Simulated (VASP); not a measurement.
# Ti in VASP: further runs

The runs below take Ti through single point, with PBEsol.

Program: VASP 6.6.1. These are calculated values, not measurements. Logs are shortened: lines on timing, memory, paths and dates and some standing lists are left out, and cuts for length are marked.

## Step 1: The cell of the first run

It takes space group R-3m (No. 166, trigonal). Conventional cell: a = 4.595 Å, b = 4.595 Å, c = 2.899 Å, α = 90.00°, β = 90.00°, γ = 120.00°. Within 3.7 Å of Ti (site symmetry -3m) lie 14 Ti at 2.82 to 3.28 Å.

## Step 2: Single point, PBEsol (equal xy, yz and zx shear strains of +2 %)

File INCAR:

```
  PREC = Accurate
  ENCUT = 520
  EDIFF = 1E-6
  ISMEAR = -1
  SIGMA = 0.08
  LREAL = F
  LASPH = T
  NELM = 60
  ALGO = Normal
  ISIF = 2
  LWAVE = F
  LCHARG = F
  GGA = PS
  NBANDS = 12
```

File KPOINTS:

```
regular mesh
0
Gamma
  17 17 17
```

File POSCAR:

```
Ti
1.0
   -1.6081800000      1.6410000000      1.6410000000
    1.6410000000     -1.6081800000      1.6410000000
    1.6410000000      1.6410000000     -1.6081800000
Ti
1
Direct
    0.0000000000      0.0000000000      0.0000000000
```

Potentials or basis: VASP PAW PBE potentials, release 64 (Ti_sv).

On the command line:

```sh
$ cat potpaw_PBE.64/Ti_sv/POTCAR > POTCAR
$ mpirun -np 1 vasp_std > vasp.out
```

OUTCAR:

```text
PREC = Accurate
   ENCUT = 520
   EDIFF = 1E-6
   ISMEAR = -1
   LREAL = F
   LASPH = T
   NELM = 60
   ISIF = 2
   GGA = PS

 ion  position               nearest neighbor table
   1  0.000  0.000  0.000-

  LATTYP: Found a trigonal (rhomboedric) cell.
 ALAT       =     2.8234739086
 COS(alpha) =    -0.3242805026

  Lattice vectors:

 A1 = (  -1.6081800000,   1.6410000000,   1.6410000000)
 A2 = (   1.6410000000,  -1.6081800000,   1.6410000000)
 A3 = (   1.6410000000,   1.6410000000,  -1.6081800000)

Analysis of symmetry for initial positions (statically):
=====================================================================
 Subroutine PRICEL returns:
 Original cell was already a primitive cell.

 Routine SETGRP: Setting up the symmetry group for a
 trigonal (rhombohedral) supercell.

 Subroutine GETGRP returns: Found 12 space group operations
 (whereof 12 operations were pure point group operations)
 out of a pool of 12 trial point group operations.

The static configuration has the point symmetry D_3d.

Analysis of symmetry for dynamics (positions and initial velocities):
=====================================================================
 Subroutine PRICEL returns:
 Original cell was already a primitive cell.

 Routine SETGRP: Setting up the symmetry group for a
 trigonal (rhombohedral) supercell.

 Subroutine GETGRP returns: Found 12 space group operations
 (whereof 12 operations were pure point group operations)
 out of a pool of 12 trial point group operations.

The dynamic configuration has the point symmetry D_3d.

 Subroutine INISYM returns: Found 12 space group operations
 (whereof 12 operations are pure point group operations),
 and found     1 'primitive' translations

----------------------------------------------------------------------------------------

                                     Primitive cell

  volume of cell :      17.6708

  direct lattice vectors                    reciprocal lattice vectors
    -1.608180000  1.641000000  1.641000000    -0.006034705  0.301735255  0.301735255
     1.641000000 -1.608180000  1.641000000     0.301735255 -0.006034705  0.301735255
     1.641000000  1.641000000 -1.608180000     0.301735255  0.301735255 -0.006034705

  length of vectors
     2.823473909  2.823473909  2.823473909     0.426760760  0.426760760  0.426760760

  position of ions in fractional coordinates (direct lattice)
     0.000000000  0.000000000  0.000000000

  ion indices of the primitive-cell ions
   primitive index   ion index
                 1           1

----------------------------------------------------------------------------------------

 KPOINTS: regular mesh

Automatic generation of k-mesh.
 Grid dimensions read from file:
 generate k-points for:   17   17   17

 Generating k-lattice:

  Cartesian coordinates                     Fractional coordinates (reciprocal lattice)
    -0.000354983  0.017749133  0.017749133     0.058823529  0.000000000  0.000000000
     0.017749133 -0.000354983  0.017749133     0.000000000  0.058823529  0.000000000
     0.017749133  0.017749133 -0.000354983     0.000000000  0.000000000  0.058823529

  Length of vectors
     0.025103574  0.025103574  0.025103574

  Shift w.r.t. Gamma in fractional coordinates (k-lattice)
     0.000000000  0.000000000  0.000000000

 Subroutine IBZKPT returns following result:
 ===========================================

 Found    489 irreducible k-points:

 Following reciprocal coordinates:
            Coordinates               Weight
  0.000000  0.000000  0.000000      1.000000
  0.058824  0.000000  0.000000      6.000000
  0.117647  0.000000  0.000000      6.000000
  0.176471  0.000000  0.000000      6.000000
  0.235294  0.000000  0.000000      6.000000
  0.294118  0.000000  0.000000      6.000000
[... 16 lines left out ...]
 -0.176471  0.058824 -0.000000     12.000000
 -0.117647  0.058824  0.000000     12.000000
 [... further k-points ...]
   k-points           NKPTS =    489   k-points in BZ     NKDIM =    489   number of bands    NBANDS=     12
   number of dos      NEDOS =    301   number of ions     NIONS =      1
   total plane-waves  NPLWV =  13824
   dimension x,y,z NGX =    24 NGY =   24 NGZ =   24
   dimension x,y,z NGXF=    48 NGYF=   48 NGZF=   48
   ions per type =               1
   NGX,Y,Z   is equivalent  to a cutoff of  14.13, 14.13, 14.13 a.u.
   NGXF,Y,Z  is equivalent  to a cutoff of  28.26, 28.26, 28.26 a.u.
 SYSTEM =  unknown system
   PREC   = accura    normal or accurate (medium, high low for compatibility)
   ISTART =      0    job   : 0-new  1-cont  2-samecut
   ICHARG =      2    charge: 1-file 2-atom 10-const
   ISPIN  =      1    spin polarized calculation?
   LNONCOLLINEAR =      F non collinear calculations
   LSORBIT =      F    spin-orbit coupling
   LASPH  =      T    aspherical Exc in radial PAW
   ENCUT  =  520.0 eV  38.22 Ry    6.18 a.u.   5.25  5.25  5.25*2*pi/ulx,y,z
   NELM   =     60;   NELMIN=  2; NELMDL= -5     # of ELM steps
   EDIFF  = 0.1E-05   stopping-criterion for ELM
   LREAL  =      F    real-space projection
   EDIFFG = 0.1E-04   stopping-criterion for IOM
   NSW    =      0    number of steps for IOM
   IBRION =     -1    ionic relax: 0-MD 1-quasi-New 2-CG
   NFREE  =      0    steps in history (QN), initial steepest desc. (CG)
   ISIF   =      2    stress and relaxation
   ISYM   =      2    0-nonsym 1-usesym 2-fastsym
   POTIM  = 0.5000    time-step for ionic-motion
   TEBEG  =    0.0;   TEEND  =   0.0 temperature during run
   PSTRESS=    0.0 pullay stress
   NELECT =      12.0000    total number of electrons
   NUPDOWN=      -1.0000    fix difference up-down
   EMIN   =  10.00;   EMAX   =-10.00  energy-range for DOS
   EFERMI =   0.00;   METHOD = LEGACY
   ISMEAR =    -1;   SIGMA  =   0.08  broadening in eV -4-tet -1-fermi 0-gaus
   EFERMI_NEDOS =   21; number of points for ismear=-14 and -15
   IALGO  =     38    algorithm
   IMIX   =      4    mixing-type and parameters
     AMIX     =   0.40;   BMIX     =  1.00
     AMIX_MAG =   1.60;   BMIX_MAG =  1.00
  volume/ion in A,a.u.               =      17.67       119.25
  Fermi-wavevector in a.u.,A,eV,Ry     =   1.438964  2.719247 28.172445  2.070616
  Thomas-Fermi vector in A             =   2.557872
   LORBIT       =      0    0 simple, 1 ext, 2 COOP (PROOUT), +10 PAW based schemes
   GGA     = PS    functional components
   LHFCALC =     F    Hartree Fock is set to
   AEXX    =    0.0000 exact exchange contribution
   IVDW    =     0    specifies the selected vdW correction
   LEPSILON=     F    determine dielectric tensor
   LRPA    =     F    only Hartree local field effects (RPA)
 non-spin polarized calculation
  energy-cutoff  :      520.00
  volume of cell :       17.67
 maximum number of plane-waves:       486
 NGX is ok and might be reduce to    24
   NGX = 11   NGY = 11   NGZ = 11

 number of electron      12.0000000 magnetization

 Free energy of the ion-electron system (eV)
  ---------------------------------------------------
  ext. energy  EPLUGINS =         0.00000000
  ---------------------------------------------------
  free energy    TOTEN  =        -8.23152903 eV

  energy without entropy =       -8.18098738  energy(sigma->0) =       -8.20625820

 E-fermi :   7.7781     XC(G=0): -11.5491

 val. band max:        7.7766390929   @ k =  -0.3529   0.1176   0.1176
 cond. band min:       7.7788662639   @ k =   0.4706   0.2941   0.1176
 fundamental gap:      0.0022271710
 Fermi energy:         7.7781451209

 k-point     1 :       0.0000    0.0000    0.0000
  band No.  band energies     occupation
      1     -48.5515      2.00000
      2     -24.5456      2.00000
      3     -24.5077      2.00000
      4     -24.5077      2.00000
      5       1.8657      2.00000
      6       8.6414      0.00004
      7       8.6414      0.00004
      8       8.9414      0.00000
      9      10.4947      0.00000
     10      10.4947      0.00000
     11      24.8770      0.00000
     12      24.8770      0.00000

 k-point     2 :       0.0588    0.0000    0.0000
  band No.  band energies     occupation
      1     -48.5476      2.00000
      2     -24.5623      2.00000
      3     -24.5194      2.00000
      4     -24.5079      2.00000
      5       1.9802      2.00000
      6       8.5922      0.00008
      7       8.6492      0.00004
      8       8.9927      0.00000
      9      10.4430      0.00000
     10      10.4994      0.00000
     11      24.6837      0.00000
     12      24.9305      0.00000

 k-point     3 :       0.1176    0.0000    0.0000
  band No.  band energies     occupation
      1     -48.5362      2.00000
      2     -24.6190      2.00000
      3     -24.5435      2.00000
      4     -24.5086      2.00000
      5       2.3152      2.00000
      6       8.4537      0.00043
      7       8.6046      0.00007
      8       9.1915      0.00000
      9      10.3315      0.00000
     10      10.5160      0.00000
     11      24.0636      0.00000
     12      24.9143      0.00000
[... 286 lines left out ...]
 k-point    23 :      -0.1765    0.0588   -0.0000
  band No.  band energies     occupation
      1     -48.5243      2.00000
      2     -24.6734      2.00000
      3     -24.5638      2.00000
      4     -24.5163      2.00000
      5       2.6513      2.00000
      6       8.3722      0.00119
      7       8.5588      0.00012
      8       9.3577      0.00000
      9      10.2130      0.00000
     10      10.5361      0.00000
     11      23.5635      0.00000
     12      24.8007      0.00000

 k-point    24 :      -0.1176    0.0588    0.0000
  band No.  band energies     occupation
      1     -48.5390      2.00000
      2     -24.5893      2.00000
      3     -24.5457      2.00000
      4     -24.5148      2.00000
      5       2.2147      2.00000
      6       8.5439      0.00014
      7       8.7182      0.00002
      8       9.0145      0.00000
      9      10.3210      0.00000
     10      10.5026      0.00000
     11      24.4197      0.00000
     12      25.1534      0.00000

 [... further k-points ...]
[... 5 lines left out ...]
  --------------------------------------------------------------------------------------
  -------------------------------------------------------------------------------------
  Total       -0.7326840     -0.7326840     -0.7326840     -0.0892207     -0.0892207     -0.0892207
  in kB      -66.4310279    -66.4310279    -66.4310279     -8.0894694     -8.0894694     -8.0894694
  external PRESSURE =     -66.4310279 kB  Pullay stress =       0.0000000 kB

 VOLUME and BASIS-vectors are now :
 -----------------------------------------------------------------------------
  energy-cutoff  :      520.00
  volume of cell :       17.67
      direct lattice vectors                 reciprocal lattice vectors
    -1.608180000  1.641000000  1.641000000    -0.006034705  0.301735255  0.301735255
     1.641000000 -1.608180000  1.641000000     0.301735255 -0.006034705  0.301735255
     1.641000000  1.641000000 -1.608180000     0.301735255  0.301735255 -0.006034705

 POSITION                                       TOTAL-FORCE (eV/Angst)
 -----------------------------------------------------------------------------------
      0.00000      0.00000      0.00000         0.000000      0.000000      0.000000
 -----------------------------------------------------------------------------------
    total drift:                               -0.000000      0.000000      0.000000

  FREE ENERGIE OF THE ION-ELECTRON SYSTEM (eV)
  ---------------------------------------------------
  free  energy   TOTEN  =        -8.2315290258 eV

  energy  without entropy=       -8.1809873832  energy(sigma->0) =       -8.20625820
```

Wall time 2.7 min (1 thread of AMD EPYC 7R43 (Zen 3), shared host); peak memory 0.18 GiB.

Results:

| Quantity | Value |
| --- | --- |
| Free energy | -8.2315 eV |
| Pressure | -6.6 GPa |
| Band gap on the k mesh | zero (band 6 reaches 8.67 eV, above the bottom of band 7 at 7.18 eV) |

Caveat: the cell differs from its parent crystal (equal xy, yz and zx shear strains of +2 %); the PAW data sets were made with another functional, which shifts forces and pressure a little.

(Part 1 of 2 ends here.)
